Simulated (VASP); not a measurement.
Write the native input for VASP 6.6.1 that does the following.

- Task: single point
- Functional: LDA
- Potentials or basis: VASP PAW LDA potentials, release 64 (Cs_sv, In_d, Ag, Cl)
- Cutoff: 500 eV
- k mesh: 4 × 4 × 4
- Occupations: gaussian, width 0.01 eV
- Spin: no spin polarisation
- Dipole correction: no
- Further INCAR settings: ALGO = Normal; EDIFF = 1e-06; NBANDS = 53

The structure of Cs2InAgCl6 lies in POSCAR:

```
Cs2InAgCl6
1.0
    0.0000000000      5.2777622925      5.2777622925
    5.2777622925      0.0000000000      5.2777622925
    5.2777622925      5.2777622925      0.0000000000
Cs In Ag Cl
2 1 1 6
Direct
    0.2500000000      0.2500000000      0.2500000000
    0.7500000000      0.7500000000      0.7500000000
    0.0000000000      0.0000000000      0.0000000000
    0.5000000000      0.5000000000      0.5000000000
    0.7602100000      0.2397900000      0.2397900000
    0.2397900000      0.7602100000      0.2397900000
    0.2397900000      0.7602100000      0.7602100000
    0.7602100000      0.2397900000      0.7602100000
    0.2397900000      0.2397900000      0.7602100000
    0.7602100000      0.7602100000      0.2397900000
```

These files were run (other wordings do the same):

INCAR

```
SYSTEM = Cs2InAgCl6
PREC = Accurate
ENCUT = 500
EDIFF = 1E-6
ISMEAR = 0
SIGMA = 0.01
LREAL = .False.
LASPH = .True.
NELM = 120
ALGO = Normal
ISIF = 2
LWAVE = .False.
LCHARG = .False.
NBANDS = 53
GGA_COMPAT = .False.
```

KPOINTS

```
regular mesh
0
Gamma
  4 4 4
  0 0 0
```

Potentials or basis: VASP PAW LDA potentials, release 64 (Cs_sv, In_d, Ag, Cl).

Launch:

```bash
$ cat potpaw_LDA.64/Cs_sv/POTCAR potpaw_LDA.64/In_d/POTCAR potpaw_LDA.64/Ag/POTCAR potpaw_LDA.64/Cl/POTCAR > POTCAR
$ mpirun -np 1 vasp_std > vasp.out
```

It gave:

```json
{
 "Pressure": "-2.9 GPa",
 "Largest force": "0.204 eV/Å",
 "Band gap on the k mesh": "0.91 eV"
}
```

Caveat: spin-orbit coupling is left out, which moves the levels of the heavy elements.

Wall time 84 s on 1 thread of Intel(R) Xeon(R) 6975P-C (Granite Rapids), on a shared host, peak memory 0.38 GiB.
